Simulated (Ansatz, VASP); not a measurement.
# C in VASP and in Ansatz

INCAR

```
PREC = Accurate
ENCUT = 600
EDIFF = 1E-7
ISMEAR = 0
SIGMA = 0.02
LREAL = F
LASPH = T
NELM = 100
ALGO = Normal
ISIF = 3
LWAVE = F
LCHARG = F
IBRION = 2
NSW = 100
EDIFFG = -0.002
```

Contents of KPOINTS:

```
regular mesh
0
Gamma
  9 9 6
```

File POSCAR:

```
C
1.0
    2.4836066686      0.0000000000      0.0000000000
   -1.2418033343      2.1508664680      0.0000000000
    0.0000000000      0.0000000000      4.1364874352
C
4
Direct
    0.3333333333      0.6666666667     -0.0001757281
    0.6666666667      0.3333333333      0.4998242719
    0.3333333333      0.6666666667      0.3741757281
    0.6666666667      0.3333333333      0.8741757281
```

Input for Ansatz:

```yaml
crystal:
  lattice:
    - [2.4836066686, 0.0, 0.0]
    - [-1.2418033343, 2.150866468, 0.0]
    - [0.0, 0.0, 4.1364874352]
  atoms:
    - { symbol: C, position: [0.3333333333, 0.6666666667, -0.0001757281] }
    - { symbol: C, position: [0.6666666667, 0.3333333333, 0.4998242719] }
    - { symbol: C, position: [0.3333333333, 0.6666666667, 0.3741757281] }
    - { symbol: C, position: [0.6666666667, 0.3333333333, 0.8741757281] }
basis:
  ecutwfc: 420
kpoints:
  mp_grid: { grid: [9, 9, 6] }
hamiltonian:
  xc: lda
  pseudopotentials: { kind: paw, azcp: { folder: soft_1 } }
scf:
  occupations: { method: gaussian, width: 0.02 }
output:
  forces: true
  stress: true
  eigenvalues: true
relax:
  adjacent_minimum: "off"
  f_tol: 0.002
  max_steps: 80
  cell: { stress_tol: 0.02 }
```

Alike in both runs: task relaxation of cell and atoms; functional LDA; k mesh 9 × 9 × 6; occupations gaussian, width 0.02 eV; no spin polarisation.

```csv
,VASP,Ansatz
version,VASP 6.6.1,Ansatz 0.2.0
potentials or method,"VASP PAW LDA potentials, release 64 (C), cutoff 600 eV","scalar-relativistic, plane waves, PAW"
valence electrons in the cell,16,16
```

VASP gave:

* gap on the k mesh at the Fermi level, each at its own relaxed structure (eV): 3.02
* relaxed volume (Å³/atom): 5.53
* relaxed cell length with the largest relative difference (Å): 2.485

Question: Estimate Ansatz's values.

Answer: gap on the k mesh at the Fermi level, each at its own relaxed structure (eV): 3.03; relaxed volume (Å³/atom): 5.52; relaxed cell length with the largest relative difference (Å): 2.483.

Ansatz warns that its potentials were made for another functional, while VASP's fit it. LDA's correlation is that of Perdew and Zunger in VASP and of Perdew and Wang (1992) in Ansatz.
